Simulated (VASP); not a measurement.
# HoNbSe3 (P4mm) in VASP: notebook

Runs on HoNbSe3. Level: PBE. Tasks: single point.

All numbers are computed with VASP 6.6.1; they aren't measurements. Logs are shortened: lines on timing, memory, paths and dates and some standing lists are left out, and cuts for length are marked.

### Step 1. The cell of the first run

It takes space group P4mm (No. 99, tetragonal). The conventional cell has a = 4.584 Å, b = 4.584 Å, c = 5.794 Å, α = 90.00°, β = 90.00°, γ = 90.00°. Ho (site symmetry 4mm) has 12 Se at 3.31 to 3.77 Å and 4 Nb at 3.67 Å within 4.4 Å. Nb (site symmetry 4mm) has 5 Se at 2.39 to 2.53 Å within 3.2 Å. Se (site symmetry 2mm) has 2 Nb at 2.53 Å and 6 Se at 3.24 to 3.26 Å within 3.3 Å. Se (site symmetry 4mm) has 2 Nb at 2.39 to 3.40 Å and 4 Se at 3.26 Å and 4 Ho at 3.31 Å within 3.5 Å.

The cell was built from a structure type or drawn by symmetry, and may not be a known phase.

### Step 2. Single point, PBE

Input file INCAR:

```
SYSTEM = HoNbSe3
PREC     = Accurate       ! precision mode
ENCUT    = 500            ! plane-wave cutoff, eV
EDIFF    = 1E-6           ! SCF threshold, eV
ISMEAR   = 0              ! smearing method
SIGMA    = 0.1            ! smearing width, eV
LREAL    = .False.        ! projectors in reciprocal space
LASPH    = .True.         ! aspherical terms in the spheres
NELM     = 200            ! most SCF steps
ALGO     = Normal         ! electronic algorithm
ISIF     = 2              ! what is computed and relaxed
LWAVE    = .False.        ! write WAVECAR
LCHARG   = .False.        ! write CHGCAR
GGA      = PE             ! functional
NBANDS   = 28             ! bands
GGA_COMPAT= .False.      
LMAXMIX  = 6              ! l up to which the mixer works
```

Input file KPOINTS:

```
regular mesh
0
Gamma
  4 4 4
  0 0 0
```

Input file POSCAR:

```
HoNbSe3
1.0
    4.5836481600      0.0000000000      0.0000000000
    0.0000000000      4.5836481600      0.0000000000
    0.0000000000      0.0000000000      5.7943464800
Ho Nb Se
1 1 3
Direct
    0.0000000000      0.0000000000      0.9838940500
    0.5000000000      0.5000000000      0.6872155100
    0.0000000000      0.5000000000      0.5006765100
    0.5000000000      0.5000000000      0.1001364400
    0.5000000000      0.0000000000      0.5006765100
```

Potentials or basis: VASP PAW PBE potentials, release 64 (Ho_3, Nb_sv, Se), 4f in core.

Run with:

```sh
> cat potpaw_PBE.64/Ho_3/POTCAR potpaw_PBE.64/Nb_sv/POTCAR potpaw_PBE.64/Se/POTCAR > POTCAR
> mpirun -np 1 vasp_std > vasp.out
```

OUTCAR:

```text
SYSTEM = HoNbSe3
   PREC = Accurate
   ENCUT = 500
   EDIFF = 1E-6
   ISMEAR = 0
   LREAL = .False.
   LASPH = .True.
   NELM = 200
   ISIF = 2
   GGA = PE

 ion  position               nearest neighbor table
   1  0.000  0.000  0.984-
   2  0.500  0.500  0.687-   4 2.39   3 2.53   5 2.53   5 2.53   3 2.53
   3  0.000  0.500  0.501-   2 2.53   2 2.53
   4  0.500  0.500  0.100-   2 2.39
   5  0.500  0.000  0.501-   2 2.53   2 2.53

  LATTYP: Found a simple tetragonal cell.
 ALAT       =     4.5836481600
 C/A-ratio  =     1.2641342175

  Lattice vectors:

 A1 = (   4.5836481600,   0.0000000000,   0.0000000000)
 A2 = (   0.0000000000,   4.5836481600,   0.0000000000)
 A3 = (   0.0000000000,   0.0000000000,   5.7943464800)

Analysis of symmetry for initial positions (statically):
=====================================================================
 Subroutine PRICEL returns:
 Original cell was already a primitive cell.

 Routine SETGRP: Setting up the symmetry group for a
 simple tetragonal supercell.

 Subroutine GETGRP returns: Found  8 space group operations
 (whereof  8 operations were pure point group operations)
 out of a pool of 16 trial point group operations.

The static configuration has the point symmetry C_4v.

Analysis of symmetry for dynamics (positions and initial velocities):
=====================================================================
 Subroutine PRICEL returns:
 Original cell was already a primitive cell.

 Routine SETGRP: Setting up the symmetry group for a
 simple tetragonal supercell.

 Subroutine GETGRP returns: Found  8 space group operations
 (whereof  8 operations were pure point group operations)
 out of a pool of 16 trial point group operations.

The dynamic configuration has the point symmetry C_4v.

 Subroutine INISYM returns: Found  8 space group operations
 (whereof  8 operations are pure point group operations),
 and found     1 'primitive' translations

----------------------------------------------------------------------------------------

                                     Primitive cell

  volume of cell :     121.7382

  direct lattice vectors                    reciprocal lattice vectors
     4.583648160  0.000000000  0.000000000     0.218166832  0.000000000  0.000000000
     0.000000000  4.583648160  0.000000000     0.000000000  0.218166832  0.000000000
     0.000000000  0.000000000  5.794346480     0.000000000  0.000000000  0.172582017

  length of vectors
     4.583648160  4.583648160  5.794346480     0.218166832  0.218166832  0.172582017

  position of ions in fractional coordinates (direct lattice)
     0.000000000  0.000000000  0.983894050
     0.500000000  0.500000000  0.687215510
     0.000000000  0.500000000  0.500676510
     0.500000000  0.500000000  0.100136440
     0.500000000  0.000000000  0.500676510

  ion indices of the primitive-cell ions
   primitive index   ion index
                 1           1
                 2           2
                 3           3
                 4           4
                 5           5

----------------------------------------------------------------------------------------

 KPOINTS: regular mesh

Automatic generation of k-mesh.
 Grid dimensions read from file:
 generate k-points for:    4    4    4

 Generating k-lattice:

  Cartesian coordinates                     Fractional coordinates (reciprocal lattice)
     0.054541708  0.000000000  0.000000000     0.250000000  0.000000000  0.000000000
     0.000000000  0.054541708  0.000000000     0.000000000  0.250000000  0.000000000
     0.000000000  0.000000000  0.043145504     0.000000000  0.000000000  0.250000000

  Length of vectors
     0.054541708  0.054541708  0.043145504

  Shift w.r.t. Gamma in fractional coordinates (k-lattice)
     0.000000000  0.000000000  0.000000000

 Subroutine IBZKPT returns following result:
 ===========================================

 Found     18 irreducible k-points:

 Following reciprocal coordinates:
            Coordinates               Weight
  0.000000  0.000000  0.000000      1.000000
  0.250000  0.000000  0.000000      4.000000
  0.500000  0.000000  0.000000      2.000000
  0.250000  0.250000  0.000000      4.000000
  0.500000  0.250000  0.000000      4.000000
  0.500000  0.500000  0.000000      1.000000
[... 10 lines left out ...]
  0.500000  0.250000  0.500000      4.000000
  0.500000  0.500000  0.500000      1.000000
   k-points           NKPTS =     18   k-points in BZ     NKDIM =     18   number of bands    NBANDS=     28
   number of dos      NEDOS =    301   number of ions     NIONS =      5
   total plane-waves  NPLWV =  54432
   dimension x,y,z NGX =    36 NGY =   36 NGZ =   42
   dimension x,y,z NGXF=    72 NGYF=   72 NGZF=   84
   ions per type =               1   1   3
   NGX,Y,Z   is equivalent  to a cutoff of  13.06, 13.06, 12.05 a.u.
   NGXF,Y,Z  is equivalent  to a cutoff of  26.11, 26.11, 24.10 a.u.
 SYSTEM =  HoNbSe3
   PREC   = accura    normal or accurate (medium, high low for compatibility)
   ISTART =      0    job   : 0-new  1-cont  2-samecut
   ICHARG =      2    charge: 1-file 2-atom 10-const
   ISPIN  =      1    spin polarized calculation?
   LNONCOLLINEAR =      F non collinear calculations
   LSORBIT =      F    spin-orbit coupling
   LASPH  =      T    aspherical Exc in radial PAW
   ENCUT  =  500.0 eV  36.75 Ry    6.06 a.u.   8.36  8.36 10.56*2*pi/ulx,y,z
   NELM   =    200;   NELMIN=  2; NELMDL= -5     # of ELM steps
   EDIFF  = 0.1E-05   stopping-criterion for ELM
   LREAL  =      F    real-space projection
   EDIFFG = 0.1E-04   stopping-criterion for IOM
   NSW    =      0    number of steps for IOM
   IBRION =     -1    ionic relax: 0-MD 1-quasi-New 2-CG
   NFREE  =      0    steps in history (QN), initial steepest desc. (CG)
   ISIF   =      2    stress and relaxation
   ISYM   =      2    0-nonsym 1-usesym 2-fastsym
   POTIM  = 0.5000    time-step for ionic-motion
   TEBEG  =    0.0;   TEEND  =   0.0 temperature during run
   PSTRESS=    0.0 pullay stress
   NELECT =      40.0000    total number of electrons
   NUPDOWN=      -1.0000    fix difference up-down
   EMIN   =  10.00;   EMAX   =-10.00  energy-range for DOS
   EFERMI =   0.00;   METHOD = LEGACY
   ISMEAR =     0;   SIGMA  =   0.10  broadening in eV -4-tet -1-fermi 0-gaus
   EFERMI_NEDOS =   21; number of points for ismear=-14 and -15
   IALGO  =     38    algorithm
   IMIX   =      4    mixing-type and parameters
     AMIX     =   0.40;   BMIX     =  1.00
     AMIX_MAG =   1.60;   BMIX_MAG =  1.00
  volume/ion in A,a.u.               =      24.35       164.31
  Fermi-wavevector in a.u.,A,eV,Ry     =   1.129672  2.134771 17.363205  1.276160
  Thomas-Fermi vector in A             =   2.266366
   LORBIT       =      0    0 simple, 1 ext, 2 COOP (PROOUT), +10 PAW based schemes
   GGA     = PE    functional components
   LHFCALC =     F    Hartree Fock is set to
   AEXX    =    0.0000 exact exchange contribution
   IVDW    =     0    specifies the selected vdW correction
   LEPSILON=     F    determine dielectric tensor
   LRPA    =     F    only Hartree local field effects (RPA)
 non-spin polarized calculation
 Gauss-broadening in eV      SIGMA  =   0.10
  energy-cutoff  :      500.00
  volume of cell :      121.74
 maximum number of plane-waves:      3125
 NGX is ok and might be reduce to    36
   NGX = 17   NGY = 17   NGZ = 21

 number of electron      39.9999998 magnetization

 Free energy of the ion-electron system (eV)
  ---------------------------------------------------
  ext. energy  EPLUGINS =         0.00000000
  ---------------------------------------------------
  free energy    TOTEN  =       -27.82664840 eV

  energy without entropy =      -27.80227713  energy(sigma->0) =      -27.81446276

 E-fermi :   5.6448     XC(G=0): -10.0516

 val. band max:        5.6061852921   @ k =   0.5000   0.5000   0.2500
 cond. band min:       5.7126908194   @ k =   0.2500   0.2500   0.0000
 fundamental gap:      0.1065055273
 Fermi energy:         5.6448168559

 k-point     1 :       0.0000    0.0000    0.0000
  band No.  band energies     occupation
      1     -49.9505      2.00000
      2     -26.1844      2.00000
      3     -26.0630      2.00000
      4     -26.0630      2.00000
      5     -20.2441      2.00000
      6     -20.2359      2.00000
[... 20 lines left out ...]
     27       7.6999      0.00000
     28       8.9680      0.00000

 k-point     2 :       0.2500    0.0000    0.0000
  band No.  band energies     occupation
      1     -49.9504      2.00000
      2     -26.1839      2.00000
      3     -26.0723      2.00000
      4     -26.0625      2.00000
      5     -20.2467      2.00000
      6     -20.2428      2.00000
[... 20 lines left out ...]
     27       8.1511      0.00000
     28       8.2290      0.00000

 k-point     3 :       0.5000    0.0000    0.0000
  band No.  band energies     occupation
      1     -49.9502      2.00000
      2     -26.1832      2.00000
      3     -26.0816      2.00000
      4     -26.0620      2.00000
      5     -20.2575      2.00000
      6     -20.2416      2.00000
[... 20 lines left out ...]
     27       8.0608      0.00000
     28       8.0730      0.00000

 k-point     4 :       0.2500    0.2500    0.0000
  band No.  band energies     occupation
      1     -49.9502      2.00000
      2     -26.1832      2.00000
      3     -26.0720      2.00000
      4     -26.0718      2.00000
      5     -20.2458      2.00000
      6     -20.2444      2.00000
[... 20 lines left out ...]
     27       7.9803      0.00000
     28       8.3320      0.00000

 k-point     5 :       0.5000    0.2500    0.0000
  band No.  band energies     occupation
      1     -49.9501      2.00000
      2     -26.1824      2.00000
      3     -26.0813      2.00000
      4     -26.0714      2.00000
      5     -20.2551      2.00000
      6     -20.2435      2.00000
[... 20 lines left out ...]
     27       8.1933      0.00000
     28       8.3878      0.00000

 k-point     6 :       0.5000    0.5000    0.0000
  band No.  band energies     occupation
      1     -49.9499      2.00000
      2     -26.1815      2.00000
      3     -26.0809      2.00000
      4     -26.0809      2.00000
      5     -20.2528      2.00000
      6     -20.2528      2.00000
[... 277 lines left out ...]
      5     -20.2571      2.00000
      6     -20.2427      2.00000
[... 20 lines left out ...]
     27       8.0285      0.00000
     28       8.8526      0.00000

 k-point    16 :       0.2500    0.2500    0.5000
  band No.  band energies     occupation
      1     -49.9502      2.00000
      2     -26.1842      2.00000
      3     -26.0719      2.00000
      4     -26.0717      2.00000
      5     -20.2456      2.00000
      6     -20.2442      2.00000
[... 20 lines left out ...]
     27       8.4427      0.00000
     28       8.7360      0.00000

 k-point    17 :       0.5000    0.2500    0.5000
  band No.  band energies     occupation
      1     -49.9501      2.00000
      2     -26.1834      2.00000
      3     -26.0812      2.00000
      4     -26.0714      2.00000
      5     -20.2549      2.00000
      6     -20.2435      2.00000
[... 20 lines left out ...]
     27       7.9119      0.00000
     28       8.7633      0.00000

 k-point    18 :       0.5000    0.5000    0.5000
  band No.  band energies     occupation
      1     -49.9499      2.00000
      2     -26.1825      2.00000
      3     -26.0808      2.00000
      4     -26.0808      2.00000
      5     -20.2527      2.00000
      6     -20.2527      2.00000
[... 20 lines left out ...]
     27       8.2123      0.00000
     28       8.2157      0.00000

------------------------ aborting loop because EDIFF is reached ----------------------------------------

  FORCE on cell =-STRESS in cart. coord.  units (eV):
  Direction    XX          YY          ZZ          XY          YZ          ZX
  --------------------------------------------------------------------------------------
  -------------------------------------------------------------------------------------
  Total        0.3834899      0.3834899      0.0534940      0.0000000      0.0000000      0.0000000
  in kB        5.0470484      5.0470484      0.7040257      0.0000000      0.0000000      0.0000000
  external PRESSURE =       3.5993741 kB  Pullay stress =       0.0000000 kB

 VOLUME and BASIS-vectors are now :
 -----------------------------------------------------------------------------
  energy-cutoff  :      500.00
  volume of cell :      121.74
      direct lattice vectors                 reciprocal lattice vectors
     4.583648160  0.000000000  0.000000000     0.218166832  0.000000000  0.000000000
     0.000000000  4.583648160  0.000000000     0.000000000  0.218166832  0.000000000
     0.000000000  0.000000000  5.794346480     0.000000000  0.000000000  0.172582017

 POSITION                                       TOTAL-FORCE (eV/Angst)
 -----------------------------------------------------------------------------------
      0.00000      0.00000      5.70102        -0.000000      0.000000     -0.180024
      2.29182      2.29182      3.98196         0.000000      0.000000     -0.126072
      0.00000      2.29182      2.90109        -0.000000      0.000000      0.271668
      2.29182      2.29182      0.58023        -0.000000     -0.000000     -0.237240
      2.29182      0.00000      2.90109        -0.000000     -0.000000      0.271668
 -----------------------------------------------------------------------------------
    total drift:                                0.000000      0.000000     -0.000309

  FREE ENERGIE OF THE ION-ELECTRON SYSTEM (eV)
  ---------------------------------------------------
  free  energy   TOTEN  =       -27.8266483997 eV

  energy  without entropy=      -27.8022771285  energy(sigma->0) =      -27.81446276
```

Run time: 35 s. Hardware: 1 thread of Intel Xeon 6975P-C (Granite Rapids), shared host; peak memory 0.25 GiB.

What came out:

```
Free energy            : -27.8266 eV
Pressure               : 0.4 GPa
Largest force          : 0.272 eV/Å
Band gap on the k mesh : zero (bands 20 and 21 overlap by 1.26 eV)
```

Forces on the atoms (eV/Å):
```
Ho   0.000  0.000 -0.180
Nb   0.000  0.000 -0.126
Se   0.000  0.000  0.272
Se   0.000  0.000 -0.237
Se   0.000  0.000  0.272
```

Levels at points of the mesh, in eV from the Fermi level:
| k point | band 17 | band 18 | band 19 | band 20 | band 21 | band 22 | band 23 | band 24 |
| --- | --- | --- | --- | --- | --- | --- | --- | --- |
| (0.00, 0.00, 0.00) | -2.68 | -1.20 | -1.20 | -1.02 | -1.00 | -0.40 | 0.78 | 0.78 |
| (0.50, 0.00, 0.00) | -3.50 | -3.12 | -2.74 | 0.08 | 0.37 | 0.56 | 1.78 | 1.87 |
| (0.50, 0.50, 0.00) | -3.37 | -3.25 | -0.57 | 0.08 | 0.52 | 0.59 | 0.59 | 1.45 |
| (0.00, 0.00, 0.50) | -3.00 | -1.31 | -1.31 | -0.94 | 0.73 | 0.77 | 1.30 | 1.30 |
| (0.50, 0.00, 0.50) | -2.99 | -2.88 | -2.03 | -0.09 | 0.58 | 0.90 | 1.19 | 1.45 |
| (0.50, 0.50, 0.50) | -1.69 | -1.69 | -1.11 | -0.77 | -0.77 | 0.33 | 0.65 | 1.60 |

Caveat: spin-orbit coupling is left out, which moves the levels of the heavy elements; the 4f electrons are frozen in the core, so they carry no moment and show no levels; the run has no spin polarisation, though such a crystal can be magnetic. With open d or f shells a metallic result of PBE can be an artefact of self-interaction; +U or a hybrid may open a gap.

(Continued in part 2 of 2.)
